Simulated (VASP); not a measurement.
# Li (I4/mmm) in VASP: further runs, part 2 of 2

VASP 6.6.1.

### 3 Single point, LDA (strain -0.0450 x Voigt [0, 0, 1, 0, 0, 0])

The input, INCAR:

```
SYSTEM = Li
PREC = Accurate
ENCUT = 520
EDIFF = 1E-6
ISMEAR = 0
SIGMA = 0.15
LREAL = .FALSE.
LASPH = .TRUE.
NELM = 100
ALGO = Normal
ISIF = 2
LWAVE = .FALSE.
LCHARG = .TRUE.
GGA = CA
LELF = .TRUE.
LVHAR = .TRUE.
NBANDS = 8
```

The input, KPOINTS:

```
regular mesh
0
G
  18 18 18
  0 0 0
```

The input, POSCAR:

```
Li
1.0
    0.0000000000      2.2020000000      2.1029100000
    2.2020000000      0.0000000000      2.1029100000
    2.2020000000      2.2020000000      0.0000000000
Li
1
Direct
    0.0000000000      0.0000000000      0.0000000000
```

Potentials or basis: VASP PAW LDA potentials, release 64 (Li_sv).

Started as:

```sh
$ cat potpaw_LDA.64/Li_sv/POTCAR > POTCAR
$ mpirun -np 1 vasp_std > vasp.out
```

OUTCAR:

```text
SYSTEM = Li
   PREC = Accurate
   ENCUT = 520
   EDIFF = 1E-6
   ISMEAR = 0
   LREAL = .FALSE.
   LASPH = .TRUE.
   NELM = 100
   ISIF = 2
   GGA = CA

 ion  position               nearest neighbor table
   1  0.000  0.000  0.000-

  LATTYP: Found a body centered tetragonal cell.
 ALAT       =     3.1140982643
 C/A-ratio  =     1.3505739521

  Lattice vectors:

 A1 = (   0.0000000000,  -2.2020000000,  -2.1029100000)
 A2 = (   0.0000000000,   2.2020000000,  -2.1029100000)
 A3 = (   2.2020000000,   0.0000000000,   2.1029100000)

Analysis of symmetry for initial positions (statically):
=====================================================================
 Subroutine PRICEL returns:
 Original cell was already a primitive cell.

 Routine SETGRP: Setting up the symmetry group for a
 body centered tetragonal supercell.

 Subroutine GETGRP returns: Found 16 space group operations
 (whereof 16 operations were pure point group operations)
 out of a pool of 16 trial point group operations.

The static configuration has the point symmetry D_4h.

Analysis of symmetry for dynamics (positions and initial velocities):
=====================================================================
 Subroutine PRICEL returns:
 Original cell was already a primitive cell.

 Routine SETGRP: Setting up the symmetry group for a
 body centered tetragonal supercell.

 Subroutine GETGRP returns: Found 16 space group operations
 (whereof 16 operations were pure point group operations)
 out of a pool of 16 trial point group operations.

The dynamic configuration has the point symmetry D_4h.

 Subroutine INISYM returns: Found 16 space group operations
 (whereof 16 operations are pure point group operations),
 and found     1 'primitive' translations

----------------------------------------------------------------------------------------

                                     Primitive cell

  volume of cell :      20.3932

  direct lattice vectors                    reciprocal lattice vectors
     0.000000000  2.202000000  2.102910000    -0.227066303  0.227066303  0.237765763
     2.202000000  0.000000000  2.102910000     0.227066303 -0.227066303  0.237765763
     2.202000000  2.202000000  0.000000000     0.227066303  0.227066303 -0.237765763

  length of vectors
     3.044837347  3.044837347  3.114098264     0.399563224  0.399563224  0.399563224

  position of ions in fractional coordinates (direct lattice)
     0.000000000  0.000000000  0.000000000

  ion indices of the primitive-cell ions
   primitive index   ion index
                 1           1

----------------------------------------------------------------------------------------

 KPOINTS: regular mesh

Automatic generation of k-mesh.
 Grid dimensions read from file:
 generate k-points for:   18   18   18

 Generating k-lattice:

  Cartesian coordinates                     Fractional coordinates (reciprocal lattice)
    -0.012614795  0.012614795  0.013209209     0.055555556  0.000000000  0.000000000
     0.012614795 -0.012614795  0.013209209     0.000000000  0.055555556  0.000000000
     0.012614795  0.012614795 -0.013209209    -0.000000000 -0.000000000  0.055555556

  Length of vectors
     0.022197957  0.022197957  0.022197957

  Shift w.r.t. Gamma in fractional coordinates (k-lattice)
     0.000000000  0.000000000  0.000000000

 Subroutine IBZKPT returns following result:
 ===========================================

 Found    480 irreducible k-points:

 Following reciprocal coordinates:
            Coordinates               Weight
  0.000000  0.000000  0.000000      1.000000
  0.055556 -0.000000  0.000000      8.000000
  0.111111 -0.000000  0.000000      8.000000
  0.166667  0.000000  0.000000      8.000000
  0.222222 -0.000000  0.000000      8.000000
  0.277778  0.000000  0.000000      8.000000
[... 16 lines left out ...]
 -0.277778  0.055556  0.000000      8.000000
 -0.222222  0.055556  0.000000      8.000000
 [... further k-points ...]
   k-points           NKPTS =    480   k-points in BZ     NKDIM =    480   number of bands    NBANDS=      8
   number of dos      NEDOS =    301   number of ions     NIONS =      1
   total plane-waves  NPLWV =  13824
   dimension x,y,z NGX =    24 NGY =   24 NGZ =   24
   dimension x,y,z NGXF=    48 NGYF=   48 NGZF=   48
   ions per type =               1
   NGX,Y,Z   is equivalent  to a cutoff of  13.10, 13.10, 12.81 a.u.
   NGXF,Y,Z  is equivalent  to a cutoff of  26.21, 26.21, 25.62 a.u.
 SYSTEM =  Li
   PREC   = accura    normal or accurate (medium, high low for compatibility)
   ISTART =      0    job   : 0-new  1-cont  2-samecut
   ICHARG =      2    charge: 1-file 2-atom 10-const
   ISPIN  =      1    spin polarized calculation?
   LNONCOLLINEAR =      F non collinear calculations
   LSORBIT =      F    spin-orbit coupling
   LASPH  =      T    aspherical Exc in radial PAW
   ENCUT  =  520.0 eV  38.22 Ry    6.18 a.u.   5.66  5.66  5.79*2*pi/ulx,y,z
   NELM   =    100;   NELMIN=  2; NELMDL= -5     # of ELM steps
   EDIFF  = 0.1E-05   stopping-criterion for ELM
   LREAL  =      F    real-space projection
   EDIFFG = 0.1E-04   stopping-criterion for IOM
   NSW    =      0    number of steps for IOM
   IBRION =     -1    ionic relax: 0-MD 1-quasi-New 2-CG
   NFREE  =      0    steps in history (QN), initial steepest desc. (CG)
   ISIF   =      2    stress and relaxation
   ISYM   =      2    0-nonsym 1-usesym 2-fastsym
   POTIM  = 0.5000    time-step for ionic-motion
   TEBEG  =    0.0;   TEEND  =   0.0 temperature during run
   PSTRESS=    0.0 pullay stress
   NELECT =       3.0000    total number of electrons
   NUPDOWN=      -1.0000    fix difference up-down
   EMIN   =  10.00;   EMAX   =-10.00  energy-range for DOS
   EFERMI =   0.00;   METHOD = LEGACY
   ISMEAR =     0;   SIGMA  =   0.15  broadening in eV -4-tet -1-fermi 0-gaus
   EFERMI_NEDOS =   21; number of points for ismear=-14 and -15
   IALGO  =     38    algorithm
   IMIX   =      4    mixing-type and parameters
     AMIX     =   0.40;   BMIX     =  1.00
     AMIX_MAG =   1.60;   BMIX_MAG =  1.00
  volume/ion in A,a.u.               =      20.39       137.62
  Fermi-wavevector in a.u.,A,eV,Ry     =   0.864212  1.633123 10.161673  0.746862
  Thomas-Fermi vector in A             =   1.982275
   LORBIT       =      0    0 simple, 1 ext, 2 COOP (PROOUT), +10 PAW based schemes
   GGA     = CA    functional components
   LHFCALC =     F    Hartree Fock is set to
   AEXX    =    0.0000 exact exchange contribution
   IVDW    =     0    specifies the selected vdW correction
   LEPSILON=     F    determine dielectric tensor
   LRPA    =     F    only Hartree local field effects (RPA)
 non-spin polarized calculation
 Gauss-broadening in eV      SIGMA  =   0.15
  energy-cutoff  :      520.00
  volume of cell :       20.39
 maximum number of plane-waves:       562
   NGX = 11   NGY = 11   NGZ = 11

 number of electron       2.9999998 magnetization

 Free energy of the ion-electron system (eV)
  ---------------------------------------------------
  ext. energy  EPLUGINS =         0.00000000
  ---------------------------------------------------
  free energy    TOTEN  =        -2.04555693 eV

  energy without entropy =       -2.04046943  energy(sigma->0) =       -2.04301318

 E-fermi :   0.5921     XC(G=0):  -7.1287

 val. band max:        0.5856513609   @ k =   0.5000  -0.0000   0.0556
 cond. band min:       0.6018889908   @ k =   0.5000   0.0556   0.0000
 fundamental gap:      0.0162376299
 Fermi energy:         0.5921463779

 k-point     1 :       0.0000    0.0000    0.0000
  band No.  band energies     occupation
      1     -45.0589      2.00000
      2      -2.9038      2.00000
      3      14.5962      0.00000
      4      14.6605      0.00000
      5      14.6606      0.00000
      6      18.7251      0.00000
      7      18.7251      0.00000
      8      18.8870      0.00000
[... 243 lines left out ...]
 k-point    24 :      -0.2222    0.0556    0.0000
  band No.  band energies     occupation
      1     -45.0495      2.00000
      2      -1.8572      2.00000
      3       8.8464      0.00000
      4      12.8399      0.00000
      5      13.8291      0.00000
      6      17.9678      0.00000
      7      18.3866      0.00000
      8      19.0415      0.00000

 [... further k-points ...]

------------------------ aborting loop because EDIFF is reached ----------------------------------------

  FORCE on cell =-STRESS in cart. coord.  units (eV):
  Direction    XX          YY          ZZ          XY          YZ          ZX
  --------------------------------------------------------------------------------------
  -------------------------------------------------------------------------------------
  Total       -0.1445622     -0.1445622     -0.1187325      0.0000000      0.0000000     -0.0000000
  in kB      -11.3574297    -11.3574297     -9.3281339      0.0000000      0.0000000     -0.0000000
  external PRESSURE =     -10.6809978 kB  Pullay stress =       0.0000000 kB

 VOLUME and BASIS-vectors are now :
 -----------------------------------------------------------------------------
  energy-cutoff  :      520.00
  volume of cell :       20.39
      direct lattice vectors                 reciprocal lattice vectors
     0.000000000  2.202000000  2.102910000    -0.227066303  0.227066303  0.237765763
     2.202000000  0.000000000  2.102910000     0.227066303 -0.227066303  0.237765763
     2.202000000  2.202000000  0.000000000     0.227066303  0.227066303 -0.237765763

 POSITION                                       TOTAL-FORCE (eV/Angst)
 -----------------------------------------------------------------------------------
      0.00000      0.00000      0.00000         0.000000     -0.000000      0.000000
 -----------------------------------------------------------------------------------
    total drift:                               -0.000000      0.000000     -0.000000

  FREE ENERGIE OF THE ION-ELECTRON SYSTEM (eV)
  ---------------------------------------------------
  free  energy   TOTEN  =        -2.0455569331 eV

  energy  without entropy=       -2.0404694329  energy(sigma->0) =       -2.04301318
```

OSZICAR:

```text
N       E                     dE             d eps       ncg     rms          rms(c)
DAV:   1    -0.188079596717E+00   -0.18808E+00   -0.69490E+02  7728   0.252E+02
DAV:   2    -0.202037287405E+01   -0.18323E+01   -0.17794E+01 11136   0.349E+01
DAV:   3    -0.204678864899E+01   -0.26416E-01   -0.26402E-01  8880   0.328E+00
DAV:   4    -0.204713086094E+01   -0.34221E-03   -0.34221E-03 12056   0.311E-01
DAV:   5    -0.204713141934E+01   -0.55840E-06   -0.55845E-06  9336   0.101E-02    0.228E-01
DAV:   6    -0.204607969893E+01    0.10517E-02   -0.38998E-04 12584   0.785E-02    0.128E-01
DAV:   7    -0.204555528651E+01    0.52441E-03   -0.87003E-04 12584   0.121E-01    0.296E-02
DAV:   8    -0.204555663352E+01   -0.13470E-05   -0.11788E-05  8616   0.276E-02    0.159E-03
DAV:   9    -0.204555693308E+01   -0.29956E-06   -0.46823E-07  7616   0.582E-03
   1 F= -.20455569E+01 E0= -.20430132E+01  d E =-.508750E-02
```

stdout:

```text
POSCAR found type information on POSCAR Li
 POSCAR found :  1 types and       1 ions
 scaLAPACK will be used
 LDA part: xc-table for (Slater(with rela. corr.)+CA(PZ))
 , standard interpolation
 POSCAR, INCAR and KPOINTS ok, starting setup
 FFT: planning ... GRIDC
 FFT: planning ... GRID_SOFT
 FFT: planning ... GRID
 WAVECAR not read
 entering main loop
```

Run time: 43 s. Hardware: 1 thread of Intel Xeon Platinum 8259CL at 2.50GHz (Skylake/Cascade Lake), shared host; peak memory 0.17 GiB.

What came out:

```yaml
Free_energy: -2.0456 eV
Band_gap_on_the_k_mesh: zero (an odd number of electrons rules out a gap without spin polarisation)
```

Caveat: the cell differs from its parent crystal (strain -0.0450 x Voigt [0, 0, 1, 0, 0, 0]); the cutoff is under 1.25 times the usual one of these potentials, so pressure, stress and relaxed cells hold a basis-set (Pulay) error.
